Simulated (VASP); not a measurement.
Here is a VASP 6.6.1 calculation.

The input POSCAR:

```
WC
1.0
    2.9005014360      0.0000000000     -0.0435075215
   -1.4502507180      2.5119079273      0.0217537608
   -0.0424350000      0.0000000000      2.8290000000
W C
1 1
Direct
    0.0000000000      0.0000000000      0.0000000000
    0.6666666667      0.3333333333      0.5000000000
```

The input INCAR.step1:

```
PREC = Accurate ; ENCUT = 520
ISMEAR = 0 ; SIGMA = 0.15
LREAL = False ; LASPH = True
NELM = 80 ; NBANDS = 16
GGA = PE ; ALGO = Normal
EDIFF = 1E-4 ; LWAVE = True
LCHARG = False
```

File INCAR.step2:

```
PREC = Accurate ; ENCUT = 520
EDIFF = 1E-7 ; ISMEAR = 0
SIGMA = 0.15 ; LREAL = False
LASPH = True ; NELM = 80
ALGO = Normal ; ISIF = 2
LWAVE = False ; LCHARG = False
METAGGA = R2SCAN ; LMIXTAU = True
NBANDS = 16 ; ISTART = 1
```

File KPOINTS:

```
regular mesh
0
Gamma
  18 18 16
```

Potentials or basis: VASP PAW PBE potentials, release 64 (W_sv, C).

Command:

```sh
$ cat potpaw_PBE.64/W_sv/POTCAR potpaw_PBE.64/C/POTCAR > POTCAR
$ cp INCAR.step1 INCAR
$ mpirun -np 1 vasp_std > vasp.out
$ cp INCAR.step2 INCAR
$ mpirun -np 1 vasp_std > vasp.out
```

Problem. Predict the pressure.

Solution. 6.7 GPa.

Problem. What does it give for the largest force?

Solution. 0.028 eV/Å.

Problem. What does it give for the band gap on the k mesh?

Solution. Zero (bands 9 and 10 overlap by 1.31 eV).

Stress tensor (GPa, compression positive):
```
6.92 0.00 9.87
0.00 6.59 0.00
9.87 0.00 6.66
```

Caveat: the cell differs from its parent crystal (strain -0.0300 x Voigt [0, 0, 0, 0, 1, 0]); the cell stands under pressure; the PAW data sets were made with another functional, which shifts forces and pressure a little; spin-orbit coupling is left out, which moves the levels of the heavy elements.
